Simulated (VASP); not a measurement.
# SnO (F-43m) in VASP: settings compared

The runs below take SnO through single point, with LDA, PBEsol, PBE.

Program: VASP 6.6.1. These are calculated values, not measurements. Logs are shortened: lines on timing, memory, paths and dates and some standing lists are left out, and cuts for length are marked.

### 1 The cell of the first run

The structure is cubic, space group F-43m (No. 216). The conventional cell has a = 5.317 Å, b = 5.317 Å, c = 5.317 Å, α = 90.00°, β = 90.00°, γ = 90.00°. Within 3.0 Å of Sn (site symmetry -43m) lie 4 O at 2.30 Å. O (site symmetry -43m) has 4 Sn at 2.30 Å within 3.0 Å.

### 2 Single point, LDA

The input, INCAR:

```
SYSTEM = SnO
PREC = Accurate
ENCUT = 520
EDIFF = 1E-6
ISMEAR = -1
SIGMA = 0.02
LREAL = .False.
LASPH = .True.
NELM = 80
ALGO = Normal
ISIF = 2
LWAVE = .False.
LCHARG = .False.
NBANDS = 17
```

The input, KPOINTS:

```
Automatic mesh
0
Gamma
  8 8 8
  0 0 0
```

The input, POSCAR:

```
SnO
1.0
    0.0000000000      2.6587493885      2.6587493885
    2.6587493885      0.0000000000      2.6587493885
    2.6587493885      2.6587493885      0.0000000000
Sn O
1 1
Direct
    0.0000000000      0.0000000000      0.0000000000
    0.2500000000      0.2500000000      0.2500000000
```

Potentials or basis: VASP PAW LDA potentials, release 64 (Sn_d, O).

Run with:

```bash
$ cat potpaw_LDA.64/Sn_d/POTCAR potpaw_LDA.64/O/POTCAR > POTCAR
$ mpirun -np 1 vasp_std > vasp.out
```

OUTCAR:

```text
SYSTEM = SnO
   PREC = Accurate
   ENCUT = 520
   EDIFF = 1E-6
   ISMEAR = -1
   LREAL = .False.
   LASPH = .True.
   NELM = 80
   ISIF = 2

 ion  position               nearest neighbor table
   1  0.000  0.000  0.000-   2 2.30   2 2.30   2 2.30   2 2.30
   2  0.250  0.250  0.250-   1 2.30   1 2.30   1 2.30   1 2.30

  LATTYP: Found a face centered cubic cell.
 ALAT       =     5.3174987770

  Lattice vectors:

 A1 = (   0.0000000000,   2.6587493885,   2.6587493885)
 A2 = (   2.6587493885,   0.0000000000,   2.6587493885)
 A3 = (   2.6587493885,   2.6587493885,   0.0000000000)

Analysis of symmetry for initial positions (statically):
=====================================================================
 Subroutine PRICEL returns:
 Original cell was already a primitive cell.

 Routine SETGRP: Setting up the symmetry group for a
 face centered cubic supercell.

 Subroutine GETGRP returns: Found 24 space group operations
 (whereof 24 operations were pure point group operations)
 out of a pool of 48 trial point group operations.

The static configuration has the point symmetry T_d .

Analysis of symmetry for dynamics (positions and initial velocities):
=====================================================================
 Subroutine PRICEL returns:
 Original cell was already a primitive cell.

 Routine SETGRP: Setting up the symmetry group for a
 face centered cubic supercell.

 Subroutine GETGRP returns: Found 24 space group operations
 (whereof 24 operations were pure point group operations)
 out of a pool of 48 trial point group operations.

The dynamic configuration has the point symmetry T_d .

 Subroutine INISYM returns: Found 24 space group operations
 (whereof 24 operations are pure point group operations),
 and found     1 'primitive' translations

----------------------------------------------------------------------------------------

                                     Primitive cell

  volume of cell :      37.5891

  direct lattice vectors                    reciprocal lattice vectors
     0.000000000  2.658749388  2.658749388    -0.188058341  0.188058341  0.188058341
     2.658749388  0.000000000  2.658749388     0.188058341 -0.188058341  0.188058341
     2.658749388  2.658749388  0.000000000     0.188058341  0.188058341 -0.188058341

  length of vectors
     3.760039444  3.760039444  3.760039444     0.325726602  0.325726602  0.325726602

  position of ions in fractional coordinates (direct lattice)
     0.000000000  0.000000000  0.000000000
     0.250000000  0.250000000  0.250000000

  ion indices of the primitive-cell ions
   primitive index   ion index
                 1           1
                 2           2

----------------------------------------------------------------------------------------

 KPOINTS: Automatic mesh

Automatic generation of k-mesh.
 Grid dimensions read from file:
 generate k-points for:    8    8    8

 Generating k-lattice:

  Cartesian coordinates                     Fractional coordinates (reciprocal lattice)
    -0.023507293  0.023507293  0.023507293     0.125000000  0.000000000  0.000000000
     0.023507293 -0.023507293  0.023507293     0.000000000  0.125000000  0.000000000
     0.023507293  0.023507293 -0.023507293     0.000000000  0.000000000  0.125000000

  Length of vectors
     0.040715825  0.040715825  0.040715825

  Shift w.r.t. Gamma in fractional coordinates (k-lattice)
     0.000000000  0.000000000  0.000000000

 Subroutine IBZKPT returns following result:
 ===========================================

 Found     29 irreducible k-points:

 Following reciprocal coordinates:
            Coordinates               Weight
  0.000000  0.000000  0.000000      1.000000
  0.125000  0.000000  0.000000      8.000000
  0.250000  0.000000  0.000000      8.000000
  0.375000  0.000000  0.000000      8.000000
  0.500000  0.000000  0.000000      4.000000
  0.125000  0.125000  0.000000      6.000000
[... 16 lines left out ...]
  0.500000  0.250000  0.125000     48.000000
 -0.375000  0.250000  0.125000     24.000000
 [... further k-points ...]
   k-points           NKPTS =     29   k-points in BZ     NKDIM =     29   number of bands    NBANDS=     17
   number of dos      NEDOS =    301   number of ions     NIONS =      2
   total plane-waves  NPLWV =  21952
   dimension x,y,z NGX =    28 NGY =   28 NGZ =   28
   dimension x,y,z NGXF=    56 NGYF=   56 NGZF=   56
   ions per type =               1   1
   NGX,Y,Z   is equivalent  to a cutoff of  12.38, 12.38, 12.38 a.u.
   NGXF,Y,Z  is equivalent  to a cutoff of  24.76, 24.76, 24.76 a.u.
 SYSTEM =  SnO
   PREC   = accura    normal or accurate (medium, high low for compatibility)
   ISTART =      0    job   : 0-new  1-cont  2-samecut
   ICHARG =      2    charge: 1-file 2-atom 10-const
   ISPIN  =      1    spin polarized calculation?
   LNONCOLLINEAR =      F non collinear calculations
   LSORBIT =      F    spin-orbit coupling
   LASPH  =      T    aspherical Exc in radial PAW
   ENCUT  =  520.0 eV  38.22 Ry    6.18 a.u.   6.99  6.99  6.99*2*pi/ulx,y,z
   NELM   =     80;   NELMIN=  2; NELMDL= -5     # of ELM steps
   EDIFF  = 0.1E-05   stopping-criterion for ELM
   LREAL  =      F    real-space projection
   EDIFFG = 0.1E-04   stopping-criterion for IOM
   NSW    =      0    number of steps for IOM
   IBRION =     -1    ionic relax: 0-MD 1-quasi-New 2-CG
   NFREE  =      0    steps in history (QN), initial steepest desc. (CG)
   ISIF   =      2    stress and relaxation
   ISYM   =      2    0-nonsym 1-usesym 2-fastsym
   POTIM  = 0.5000    time-step for ionic-motion
   TEBEG  =    0.0;   TEEND  =   0.0 temperature during run
   PSTRESS=    0.0 pullay stress
   NELECT =      20.0000    total number of electrons
   NUPDOWN=      -1.0000    fix difference up-down
   EMIN   =  10.00;   EMAX   =-10.00  energy-range for DOS
   EFERMI =   0.00;   METHOD = LEGACY
   ISMEAR =    -1;   SIGMA  =   0.02  broadening in eV -4-tet -1-fermi 0-gaus
   EFERMI_NEDOS =   21; number of points for ismear=-14 and -15
   IALGO  =     38    algorithm
   IMIX   =      4    mixing-type and parameters
     AMIX     =   0.40;   BMIX     =  1.00
     AMIX_MAG =   1.60;   BMIX_MAG =  1.00
  volume/ion in A,a.u.               =      18.79       126.83
  Fermi-wavevector in a.u.,A,eV,Ry     =   1.326572  2.506857 23.943434  1.759793
  Thomas-Fermi vector in A             =   2.455949
   LORBIT       =      0    0 simple, 1 ext, 2 COOP (PROOUT), +10 PAW based schemes
   GGA     = CA    functional components
   LHFCALC =     F    Hartree Fock is set to
   AEXX    =    0.0000 exact exchange contribution
   IVDW    =     0    specifies the selected vdW correction
   LEPSILON=     F    determine dielectric tensor
   LRPA    =     F    only Hartree local field effects (RPA)
 non-spin polarized calculation
  energy-cutoff  :      520.00
  volume of cell :       37.59
 maximum number of plane-waves:      1036
   NGX = 13   NGY = 13   NGZ = 13

 number of electron      20.0000001 magnetization

 Free energy of the ion-electron system (eV)
  ---------------------------------------------------
  ext. energy  EPLUGINS =         0.00000000
  ---------------------------------------------------
  free energy    TOTEN  =       -11.80263010 eV

  energy without entropy =      -11.80175851  energy(sigma->0) =      -11.80219431

 E-fermi :   6.4497     XC(G=0): -10.3520

 val. band max:        6.3996984528   @ k =  -0.3750   0.5000   0.1250
 cond. band min:       6.4641545935   @ k =  -0.3750   0.5000   0.1250
 fundamental gap:      0.0644561407
 Fermi energy:         6.4496728978

 k-point     1 :       0.0000    0.0000    0.0000
  band No.  band energies     occupation
      1     -15.2599      2.00000
      2     -15.2599      2.00000
      3     -15.2599      2.00000
      4     -15.1918      2.00000
      5     -15.1918      2.00000
      6     -12.7034      2.00000
[... 9 lines left out ...]
     16      18.0262      0.00000
     17      18.0262      0.00000

 k-point     2 :       0.1250    0.0000    0.0000
  band No.  band energies     occupation
      1     -15.2874      2.00000
      2     -15.2540      2.00000
      3     -15.2540      2.00000
      4     -15.1916      2.00000
      5     -15.1916      2.00000
      6     -12.5960      2.00000
[... 9 lines left out ...]
     16      17.4203      0.00000
     17      17.6571      0.00000

 k-point     3 :       0.2500    0.0000    0.0000
  band No.  band energies     occupation
      1     -15.3499      2.00000
      2     -15.2438      2.00000
      3     -15.2438      2.00000
      4     -15.1869      2.00000
      5     -15.1869      2.00000
      6     -12.3270      2.00000
[... 9 lines left out ...]
     16      17.0555      0.00000
     17      19.3915      0.00000

 k-point     4 :       0.3750    0.0000    0.0000
  band No.  band energies     occupation
      1     -15.4080      2.00000
      2     -15.2402      2.00000
      3     -15.2402      2.00000
      4     -15.1755      2.00000
      5     -15.1755      2.00000
      6     -12.0408      2.00000
[... 9 lines left out ...]
     16      17.3525      0.00000
     17      19.6622      0.00000

 k-point     5 :       0.5000    0.0000    0.0000
  band No.  band energies     occupation
      1     -15.4309      2.00000
      2     -15.2403      2.00000
      3     -15.2403      2.00000
      4     -15.1691      2.00000
      5     -15.1691      2.00000
      6     -11.9156      2.00000
[... 9 lines left out ...]
     16      17.6502      0.00000
     17      19.3192      0.00000

 k-point     6 :       0.1250    0.1250    0.0000
  band No.  band energies     occupation
      1     -15.3029      2.00000
      2     -15.2479      2.00000
      3     -15.2479      2.00000
      4     -15.1967      2.00000
      5     -15.1877      2.00000
      6     -12.5613      2.00000
[... 9 lines left out ...]
     16      18.8197      0.00000
     17      18.8197      0.00000

 k-point     7 :       0.2500    0.1250    0.0000
  band No.  band energies     occupation
      1     -15.3529      2.00000
      2     -15.2384      2.00000
      3     -15.2356      2.00000
      4     -15.1991      2.00000
      5     -15.1822      2.00000
      6     -12.3482      2.00000
[... 9 lines left out ...]
     16      18.6181      0.00000
     17      19.5218      0.00000

 k-point     8 :       0.3750    0.1250    0.0000
  band No.  band energies     occupation
      1     -15.4058      2.00000
      2     -15.2362      2.00000
      3     -15.2300      2.00000
      4     -15.1913      2.00000
      5     -15.1727      2.00000
      6     -12.0670      2.00000
[... 9 lines left out ...]
     16      18.3992      0.00000
     17      20.1193      0.00000
[... 203 lines left out ...]
      1     -15.4924      2.00000
      2     -15.2259      2.00000
      3     -15.1867      2.00000
      4     -15.1832      2.00000
      5     -15.1662      2.00000
      6     -11.7323      2.00000
[... 9 lines left out ...]
     16      21.2366      0.00000
     17      22.2814      0.00000

 k-point    20 :      -0.3750    0.3750    0.0000
  band No.  band energies     occupation
      1     -15.4783      2.00000
      2     -15.2227      2.00000
      3     -15.1969      2.00000
      4     -15.1880      2.00000
      5     -15.1745      2.00000
      6     -11.7016      2.00000
[... 9 lines left out ...]
     16      19.6477      0.00000
     17      21.4913      0.00000

 k-point    21 :       0.5000    0.5000    0.0000
  band No.  band energies     occupation
      1     -15.5086      2.00000
      2     -15.2306      2.00000
      3     -15.1753      2.00000
      4     -15.1753      2.00000
      5     -15.1636      2.00000
      6     -11.7005      2.00000
[... 9 lines left out ...]
     16      22.3669      0.00000
     17      22.9333      0.00000

 k-point    22 :       0.3750    0.2500    0.1250
  band No.  band energies     occupation
      1     -15.3986      2.00000
      2     -15.2307      2.00000
      3     -15.2224      2.00000
      4     -15.2014      2.00000
      5     -15.1764      2.00000
      6     -12.1299      2.00000
[... 9 lines left out ...]
     16      18.8105      0.00000
     17      20.2349      0.00000

 k-point    23 :       0.5000    0.2500    0.1250
  band No.  band energies     occupation
      1     -15.4351      2.00000
      2     -15.2329      2.00000
      3     -15.2151      2.00000
      4     -15.1932      2.00000
      5     -15.1733      2.00000
      6     -11.8981      2.00000
[... 9 lines left out ...]
     16      18.8388      0.00000
     17      20.7454      0.00000

 k-point    24 :      -0.3750    0.2500    0.1250
  band No.  band energies     occupation
      1     -15.4488      2.00000
      2     -15.2350      2.00000
      3     -15.2140      2.00000
      4     -15.1867      2.00000
      5     -15.1730      2.00000
      6     -11.7975      2.00000
[... 9 lines left out ...]
     16      19.0644      0.00000
     17      20.7986      0.00000

 [... further k-points ...]
[... 5 lines left out ...]
  --------------------------------------------------------------------------------------
  -------------------------------------------------------------------------------------
  Total        0.0154337      0.0154337      0.0154337     -0.0000000     -0.0000000      0.0000000
  in kB        0.6578385      0.6578385      0.6578385     -0.0000000     -0.0000000      0.0000000
  external PRESSURE =       0.6578385 kB  Pullay stress =       0.0000000 kB

 VOLUME and BASIS-vectors are now :
 -----------------------------------------------------------------------------
  energy-cutoff  :      520.00
  volume of cell :       37.59
      direct lattice vectors                 reciprocal lattice vectors
     0.000000000  2.658749388  2.658749388    -0.188058341  0.188058341  0.188058341
     2.658749388  0.000000000  2.658749388     0.188058341 -0.188058341  0.188058341
     2.658749388  2.658749388  0.000000000     0.188058341  0.188058341 -0.188058341

 POSITION                                       TOTAL-FORCE (eV/Angst)
 -----------------------------------------------------------------------------------
      0.00000      0.00000      0.00000        -0.000000     -0.000000     -0.000000
      1.32937      1.32937      1.32937         0.000000      0.000000      0.000000
 -----------------------------------------------------------------------------------
    total drift:                               -0.000000     -0.000000     -0.000001

  FREE ENERGIE OF THE ION-ELECTRON SYSTEM (eV)
  ---------------------------------------------------
  free  energy   TOTEN  =       -11.8026301045 eV

  energy  without entropy=      -11.8017585088  energy(sigma->0) =      -11.80219431
```

Run time: 10 s. Hardware: 1 thread of Intel Xeon Platinum 8559C (Emerald Rapids), shared host; peak memory 0.14 GiB.

What came out:

```
Free energy            : -11.8026 eV
Pressure               : 0.1 GPa
Band gap on the k mesh : zero (band 10 reaches 6.56 eV, above the bottom of band 11 at 6.36 eV)
```

Caveat: spin-orbit coupling is left out, which moves the levels of the heavy elements.

(Part 1 of 2 ends here.)
